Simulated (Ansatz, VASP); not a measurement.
**KCd2: VASP beside Ansatz**

```
CELL_PARAMETERS angstrom
-2.02342 2.02342 6.18096
2.02342 -2.02342 6.18096
2.02342 2.02342 -6.18096
ATOMIC_POSITIONS crystal
K 0.00000 0.00000 0.00000
Cd 0.70554 0.70554 0.00000
Cd 0.29446 0.29446 0.00000
```

Alike in both runs: functional PBE; k mesh 16 × 16 × 16; occupations gaussian, width 0.1 eV; no spin polarisation.

Ansatz relaxed the structure, and its values are those at the end. VASP's run is a single point on that final structure, the one shown.

|  | VASP | Ansatz |
| --- | --- | --- |
| version | VASP 6.6.1 | Ansatz 0.2.0 |
| potentials or method | VASP PAW PBE potentials, release 64 (K_sv, Cd), cutoff 520 eV | scalar-relativistic, plane waves, PAW |
| valence electrons in the cell | 33 | 49 |

|  | VASP | Ansatz | Ansatz less VASP |
| --- | --- | --- | --- |
| gap on the k mesh at the Fermi level (eV) | none | none | - |
| pressure (GPa) | 0.1 | 0.0 | -0.07 |
| rms of the force components (eV/Å) | 0.005 | 0.000 | -0.0045 |

A gap of «none» marks a metal or a gap that the smearing closes. VASP's potentials hold 33 valence electrons a cell and Ansatz's 49, so a difference there can come from the potentials and not from the codes.
